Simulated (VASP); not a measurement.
Crystal: AlC.

```xyz
4
Lattice="1.6179 -4.2689 0.0000 1.6179 4.2689 0.0000 0.0000 0.0000 3.2139" Properties=species:S:1:pos:R:3 pbc="T T T"
Al    1.6179   -3.0223    2.4105
Al    1.6179    3.0223    0.8035
C     1.6179   -0.4269    2.4105
C     1.6179    0.4269    0.8035
```

```yaml
Program: VASP 6.6.1
Task: relaxation of cell and atoms
Functional: PBE
Potentials_or_basis: VASP PAW PBE potentials, release 64 (Al, C)
Cutoff: 600 eV
k_mesh: 6 × 6 × 6
Occupations: gaussian, width 0.1 eV
Spin: no spin polarisation
```

At the start: pressure -10.3 GPa; volume 11.10 Å³/atom.

Question: How do energy, volume and symmetry change on relaxing?

Answer: Over 38 steps the energy falls by 704.5 meV/atom and the volume is 10.52 Å³/atom (-5.2 %); space group Cmcm (No. 63, to 0.05 Å).

The path:
| step | energy change (eV) | largest force (eV/Å) | pressure (GPa) | volume (Å³) |
| --- | --- | --- | --- | --- |
| 1 | 0.0000 | 0.6895 | -10.28 | 44.39 |
| 2 | -0.3781 | 1.0382 | -0.96 | 39.95 |
| 3 | -0.4644 | 1.0672 | 6.62 | 37.83 |
| 4 | -0.7215 | 0.9614 | 8.12 | 37.00 |
| 5 | -0.6145 | 1.0782 | 32.51 | 34.23 |
| 6 | -0.9604 | 0.2865 | 13.91 | 35.97 |
| 7 | -0.9668 | 0.4720 | 17.41 | 35.57 |
| 8 | -1.1430 | 0.8160 | 8.41 | 37.74 |
| 9 | -1.1472 | 0.9040 | 6.65 | 38.27 |
| 10 | -1.2645 | 0.9120 | 0.18 | 39.68 |
| 11 | -1.2926 | 0.7953 | -4.10 | 40.79 |
| 12 | -1.4137 | 1.1370 | -3.44 | 40.79 |
| 13 | -1.7055 | 1.9341 | 1.49 | 40.78 |
| 14 | -1.6956 | 2.3446 | 4.11 | 40.76 |
| 15 | -1.7097 | 2.0849 | 2.33 | 40.77 |
| 16 | -1.7475 | 2.2067 | 3.07 | 40.81 |
| 17 | -1.8092 | 2.5786 | 6.07 | 40.93 |
| 18 | -1.8911 | 2.5834 | 5.67 | 41.10 |
| 19 | -2.1169 | 2.3145 | 4.30 | 41.62 |
| 20 | -2.4144 | 1.5590 | 2.17 | 42.60 |
| 21 | -2.4301 | 0.8732 | 1.67 | 44.39 |
| 22 | -2.5035 | 1.0773 | 1.43 | 43.62 |
| 23 | -2.5799 | 0.9907 | -1.11 | 43.96 |
| 24 | -2.6789 | 0.7285 | -6.66 | 44.81 |
| 25 | -2.7533 | 0.5622 | -3.96 | 43.78 |
| 26 | -2.7856 | 0.7424 | -0.22 | 42.65 |
| 27 | -2.8099 | 0.2164 | -0.24 | 42.28 |
| 28 | -2.8127 | 0.0159 | -0.11 | 42.12 |
| 29 | -2.8127 | 0.0179 | -0.08 | 42.09 |
| 30 | -2.8137 | 0.0161 | 0.05 | 42.06 |
| 31 | -2.8159 | 0.0657 | 0.54 | 41.95 |
| 32 | -2.8122 | 0.0958 | 1.91 | 41.74 |
| 33 | -2.8162 | 0.0732 | 0.77 | 41.91 |
| 34 | -2.8168 | 0.0678 | 0.63 | 41.94 |
| 35 | -2.8175 | 0.0497 | 0.29 | 42.02 |
| 36 | -2.8175 | 0.0468 | 0.24 | 42.03 |
| 37 | -2.8177 | 0.0438 | 0.11 | 42.05 |
| 38 | -2.8178 | 0.0374 | -0.16 | 42.08 |

Final structure:
```cif
data_structure
_symmetry_space_group_name_H-M 'P 1'
_symmetry_Int_Tables_number 1
_cell_length_a 5.7549
_cell_length_b 5.7549
_cell_length_c 2.5236
_cell_angle_alpha 90.000
_cell_angle_beta 90.000
_cell_angle_gamma 149.769
_cell_volume 42.08
loop_
_atom_site_label
_atom_site_type_symbol
_atom_site_fract_x
_atom_site_fract_y
_atom_site_fract_z
_atom_site_occupancy
Al1 Al 0.84476 0.15524 0.75000 1
Al2 Al 0.15524 0.84476 0.25000 1
C1 C 0.53482 0.46518 0.75000 1
C2 C 0.46518 0.53482 0.25000 1
```
